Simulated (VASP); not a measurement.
Here is a VASP 6.6.1 calculation.

The input POSCAR:

```
Sn
1.0
    0.0000000000      3.2456000000      3.2456000000
    3.2456000000      0.0000000000      3.2456000000
    3.2456000000      3.2456000000      0.0000000000
Sn
2
Direct
    0.5000000000      0.5000000000      0.5000000000
    0.7500000000      0.7500000000      0.7500000000
```

Contents of INCAR.step1:

```
ALGO     = Normal         # electronic algorithm
EDIFF    = 1E-4           # SCF threshold, eV
ENCUT    = 520            # plane-wave cutoff, eV
GGA      = PE             # functional
ISMEAR   = 0              # smearing method
LASPH    = T              # aspherical terms in the spheres
LCHARG   = F              # write CHGCAR
LREAL    = F              # projectors in reciprocal space
LWAVE    = T              # write WAVECAR
NBANDS   = 21             # bands
NELM     = 60             # most SCF steps
PREC     = Accurate       # precision mode
SIGMA    = 0.15           # smearing width, eV
```

File INCAR.step2:

```
ALGO     = Normal         # electronic algorithm
EDIFF    = 1E-6           # SCF threshold, eV
ENCUT    = 520            # plane-wave cutoff, eV
ISIF     = 2              # what is computed and relaxed
ISMEAR   = 0              # smearing method
ISTART   = 1            
LASPH    = T              # aspherical terms in the spheres
LCHARG   = F              # write CHGCAR
LMIXTAU  = T            
LREAL    = F              # projectors in reciprocal space
LWAVE    = F              # write WAVECAR
METAGGA  = R2SCAN         # meta-GGA
NBANDS   = 21             # bands
NELM     = 60             # most SCF steps
PREC     = Accurate       # precision mode
SIGMA    = 0.15           # smearing width, eV
```

The input KPOINTS:

```
k-points
0
Gamma
  14 14 14
```

Potentials or basis: VASP PAW PBE potentials, release 64 (Sn_d).

Command:

```console
$ cat potpaw_PBE.64/Sn_d/POTCAR > POTCAR
$ cp INCAR.step1 INCAR
$ mpirun -np 1 vasp_std > vasp.out
$ cp INCAR.step2 INCAR
$ mpirun -np 1 vasp_std > vasp.out
```

Problem. What does it give for the band gap on the k mesh?

Solution. Zero (filled and empty bands touch).

Problem. What does it give for the pressure?

Solution. 1.6 GPa.

Caveat: the PAW data sets were made with another functional, which shifts forces and pressure a little; spin-orbit coupling is left out, which moves the levels of the heavy elements.
